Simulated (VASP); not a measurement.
# BAs (pbesol) (F-43m) in VASP: vibrations by perturbation theory with PBEsol

Aim: the vibrations by perturbation theory of BAs (pbesol) with PBEsol.

All numbers are computed with VASP 6.6.1; they aren't measurements. Logs are shortened: lines on timing, memory, paths and dates and some standing lists are left out, and cuts for length are marked.

### 1 The cell of the first run

Symmetry: F-43m, No. 216, cubic system. Conventional cell: a = 4.595 Å, b = 4.595 Å, c = 4.595 Å, α = 90.00°, β = 90.00°, γ = 90.00°. B (site symmetry -43m) has 4 As at 1.99 Å within 2.6 Å. Within 2.6 Å of As (site symmetry -43m) lie 4 B at 1.99 Å.

### 2 Vibrations by perturbation theory, PBEsol

File INCAR:

```
PREC = Accurate
ENCUT = 500
EDIFF = 1E-8
ISMEAR = 0
SIGMA = 0.01
LREAL = False
LASPH = True
NELM = 120
ALGO = Normal
ISIF = 2
LWAVE = False
LCHARG = False
GGA = PS
IBRION = 8
NSW = 1
LEPSILON = True
GGA_COMPAT = False
```

File KPOINTS:

```
regular mesh
0
Gamma
  10 10 10
```

File POSCAR:

```
BAs
1.0
    0.0000000000      2.2977250902      2.2977250902
    2.2977250902      0.0000000000      2.2977250902
    2.2977250902      2.2977250902      0.0000000000
B As
1 1
Direct
    0.0000000000      0.0000000000      0.0000000000
    0.2500000000      0.2500000000      0.2500000000
```

Potentials or basis: VASP PAW PBE potentials, release 64 (B, As).

On the command line:

```sh
cat potpaw_PBE.64/B/POTCAR potpaw_PBE.64/As/POTCAR > POTCAR
mpirun -np 1 vasp_std > vasp.out
```

OUTCAR:

```text
PREC = Accurate
   ENCUT = 500
   EDIFF = 1E-8
   ISMEAR = 0
   LREAL = False
   LASPH = True
   NELM = 120
   ISIF = 2
   GGA = PS
   IBRION = 8
   NSW = 1
   LEPSILON = True

 ion  position               nearest neighbor table
   1  0.000  0.000  0.000-   2 1.99   2 1.99   2 1.99   2 1.99
   2  0.250  0.250  0.250-   1 1.99   1 1.99   1 1.99   1 1.99

  LATTYP: Found a face centered cubic cell.
 ALAT       =     4.5954501804

  Lattice vectors:

 A1 = (   0.0000000000,   2.2977250902,   2.2977250902)
 A2 = (   2.2977250902,   0.0000000000,   2.2977250902)
 A3 = (   2.2977250902,   2.2977250902,   0.0000000000)

Analysis of symmetry for initial positions (statically):
=====================================================================
 Subroutine PRICEL returns:
 Original cell was already a primitive cell.

 Routine SETGRP: Setting up the symmetry group for a
 face centered cubic supercell.

 Subroutine GETGRP returns: Found 24 space group operations
 (whereof 24 operations were pure point group operations)
 out of a pool of 48 trial point group operations.

The static configuration has the point symmetry T_d .

Analysis of symmetry for dynamics (positions and initial velocities):
=====================================================================
 Subroutine PRICEL returns:
 Original cell was already a primitive cell.

 Routine SETGRP: Setting up the symmetry group for a
 face centered cubic supercell.

 Subroutine GETGRP returns: Found 24 space group operations
 (whereof 24 operations were pure point group operations)
 out of a pool of 48 trial point group operations.

The dynamic configuration has the point symmetry T_d .

 Subroutine INISYM returns: Found 24 space group operations
 (whereof 24 operations are pure point group operations),
 and found     1 'primitive' translations

----------------------------------------------------------------------------------------

                                     Primitive cell

  volume of cell :      24.2619

  direct lattice vectors                    reciprocal lattice vectors
     0.000000000  2.297725090  2.297725090    -0.217606537  0.217606537  0.217606537
     2.297725090  0.000000000  2.297725090     0.217606537 -0.217606537  0.217606537
     2.297725090  2.297725090  0.000000000     0.217606537  0.217606537 -0.217606537

  length of vectors
     3.249473985  3.249473985  3.249473985     0.376905578  0.376905578  0.376905578

  position of ions in fractional coordinates (direct lattice)
     0.000000000  0.000000000  0.000000000
     0.250000000  0.250000000  0.250000000

  ion indices of the primitive-cell ions
   primitive index   ion index
                 1           1
                 2           2

----------------------------------------------------------------------------------------

 KPOINTS: regular mesh

Automatic generation of k-mesh.
 Grid dimensions read from file:
 generate k-points for:   10   10   10

 Generating k-lattice:

  Cartesian coordinates                     Fractional coordinates (reciprocal lattice)
    -0.021760654  0.021760654  0.021760654     0.100000000  0.000000000  0.000000000
     0.021760654 -0.021760654  0.021760654     0.000000000  0.100000000  0.000000000
[... 412 lines left out ...]
  ---------------------------------------------------
  free energy    TOTEN  =        -0.61285796 eV

  energy without entropy =       -0.61285796

------------------------ aborting loop because EDIFF is reached ----------------------------------------

--------------------------------------- Ionic step        2  -------------------------------------------

------------------------ aborting loop because EDIFF is reached ----------------------------------------

--------------------------------------- Ionic step        3  -------------------------------------------

------------------------ aborting loop because EDIFF is reached ----------------------------------------

 PIEZOELECTRIC TENSOR FIELD DIRECTION 3  (e Angst)
 -----------------------------------------------------------------------------
    -0.00049  0.38302  0.00000           ( -0.00000  0.09770  0.00000)
     0.38302 -0.00049  0.00000           (  0.09770 -0.00000  0.00000)
     0.00000  0.00000  0.00012           (  0.00000  0.00000 -0.00000)

 PIEZOELECTRIC TENSOR FIELD DIRECTION 3  (C/m^2)
 -----------------------------------------------------------------------------
    -0.00032  0.25293  0.00000
     0.25293 -0.00032  0.00000
     0.00000  0.00000  0.00008

--------------------------------------- Ionic step        4  -------------------------------------------

------------------------ aborting loop because EDIFF is reached ----------------------------------------

[... ionic steps 5 to 6 ...]

--------------------------------------- Ionic step        7  -------------------------------------------

 Free energy of the ion-electron system (eV)
  ---------------------------------------------------
  ---------------------------------------------------
  free energy    TOTEN  =        -0.03607268 eV

  energy without entropy =       -0.03607268

------------------------ aborting loop because EDIFF is reached ----------------------------------------

 INTERNAL STRAIN TENSOR  FOR ION    2  DIRECTION 1   (eV/Angst):
 -----------------------------------------------------------------------------
     0.00608  0.00000  0.00000
     0.00000 -0.00077-12.69260
     0.00000-12.69260 -0.00077

 MACROSCOPIC STATIC DIELECTRIC TENSOR (including local field effects in DFT)
 ------------------------------------------------------
           9.598447    -0.000000     0.000000
           0.000000     9.598447    -0.000000
          -0.000000    -0.000000     9.598447
 ------------------------------------------------------

 PIEZOELECTRIC TENSOR (including local field effects)  for field in x, y, z        (e  Angst)
          XX          YY          ZZ          XY          YZ          ZX
  --------------------------------------------------------------------------------
  x    -0.00000     0.00000     0.00000     0.00000     0.37807     0.00000
  y     0.00000     0.00000     0.00000     0.00000     0.00000     0.37807
  z     0.00000    -0.00000    -0.00000     0.37807     0.00000     0.00000

 PIEZOELECTRIC TENSOR (including local field effects)  for field in x, y, z        (C/m^2)
          XX          YY          ZZ          XY          YZ          ZX
  --------------------------------------------------------------------------------
  x    -0.00000     0.00000     0.00000     0.00000     0.24967     0.00000
  y     0.00000     0.00000     0.00000     0.00000     0.00000     0.24967
  z     0.00000    -0.00000    -0.00000     0.24967     0.00000     0.00000

 BORN EFFECTIVE CHARGES (including local field effects) (in |e|, cummulative output)
 ---------------------------------------------------------------------------------
 ion    1
    1    -0.85142     0.00000     0.00000
    2     0.00000    -0.85142     0.00000
    3     0.00000    -0.00000    -0.85142
 ion    2
    1     0.85142     0.00000    -0.00000
    2     0.00000     0.85142     0.00000
    3    -0.00000     0.00000     0.85142

 INTERNAL STRAIN TENSOR FOR ION    2 for displacements in x,y,z  (eV/Angst):
          X           Y           Z          XY          YZ          ZX
  --------------------------------------------------------------------------------
  x     0.00000     0.00000     0.00000     0.00000   -12.69260     0.00000
  y     0.00000     0.00000     0.00000     0.00000     0.00000   -12.69260
  z     0.00000     0.00000     0.00000   -12.69260     0.00000     0.00000

 SECOND DERIVATIVES (NOT SYMMETRIZED)
 ------------------------------------
               1X          1Y          1Z          2X          2Y          2Z
  1X   -21.001396    0.000000    0.000000   21.001396    0.000000    0.000000
  1Y     0.000000  -21.001396    0.000000    0.000000   21.001396    0.000000
  1Z     0.000000    0.000000  -21.001396    0.000000    0.000000   21.001396
  2X    21.002024    0.000000    0.000000  -21.002024    0.000000    0.000000
  2Y     0.000000   21.002024    0.000000    0.000000  -21.002024    0.000000
  2Z     0.000000    0.000000   21.002024    0.000000    0.000000  -21.002024

 Eigenvectors and eigenvalues of the dynamical matrix
 ----------------------------------------------------

   1 f  =   23.308376 THz   146.450848 2PiTHz  777.483749 cm-1    96.395656 meV
             X         Y         Z           dx          dy          dz
      0.000000  0.000000  0.000000     0.000000    0.934824    0.000000
      1.148863  1.148863  1.148863     0.000000   -0.355111    0.000000
[... 21 lines left out ...]
   6 f/i=    0.000116 THz     0.000727 2PiTHz    0.003861 cm-1     0.000479 meV
             X         Y         Z           dx          dy          dz
      0.000000  0.000000  0.000000     0.000000    0.000000   -0.355111
      1.148863  1.148863  1.148863     0.000000    0.000000   -0.934824

--------------------------------------------------------------------------------------------------------

 MACROSCOPIC STATIC DIELECTRIC TENSOR IONIC CONTRIBUTION
 ------------------------------------------------------
           0.257437     0.000000    -0.000000
           0.000000     0.257437    -0.000000
          -0.000000    -0.000000     0.257437
 ------------------------------------------------------

 ELASTIC MODULI CONTR FROM IONIC RELAXATION (kBar)
 Direction    XX          YY          ZZ          XY          YZ          ZX
 --------------------------------------------------------------------------------
 XX          -0.0000     -0.0000     -0.0000     -0.0000      0.0000      0.0000
 YY          -0.0000     -0.0000     -0.0000     -0.0000     -0.0000      0.0000
 ZZ          -0.0000     -0.0000     -0.0000     -0.0000     -0.0000      0.0000
 XY          -0.0000     -0.0000     -0.0000   -522.0161      0.0000      0.0000
 YZ           0.0000     -0.0000     -0.0000      0.0000   -522.0161      0.0000
 ZX           0.0000      0.0000      0.0000      0.0000      0.0000   -522.0161
 --------------------------------------------------------------------------------

 PIEZOELECTRIC TENSOR IONIC CONTR  for field in x, y, z        (C/m^2)
          XX          YY          ZZ          XY          YZ          ZX
  --------------------------------------------------------------------------------
  x     0.00000    -0.00000    -0.00000     0.00000    -0.34494    -0.00000
  y     0.00000     0.00000     0.00000     0.00000     0.00000    -0.34494
  z    -0.00000    -0.00000    -0.00000    -0.34494     0.00000     0.00000
```

Wall time 85 s (1 thread of Intel Xeon 6975P-C (Granite Rapids), shared host); peak memory 0.21 GiB.

What came out:

- Electronic dielectric tensor (diagonal): 9.60
- Born charges (mean of the diagonal): B -0.85; As +0.85 e
- Highest phonon frequency at Γ, LO-TO splitting left out: 777 cm⁻¹

Phonon frequencies in cm⁻¹ (negative: imaginary):
```tsv
q point	frequencies
(0.000, 0.000, 0.000)	0 0 0 777 777 777
```

Electronic dielectric tensor:
```
9.60 0.00 0.00
0.00 9.60 0.00
0.00 0.00 9.60
```

Born effective charge tensors (e):
atom 1, B
```
-0.85  0.00  0.00
 0.00 -0.85  0.00
 0.00  0.00 -0.85
```
atom 2, As
```
0.85 0.00 0.00
0.00 0.85 0.00
0.00 0.00 0.85
```

Caveat: the cell wasn't relaxed at this level first, which shifts response properties.
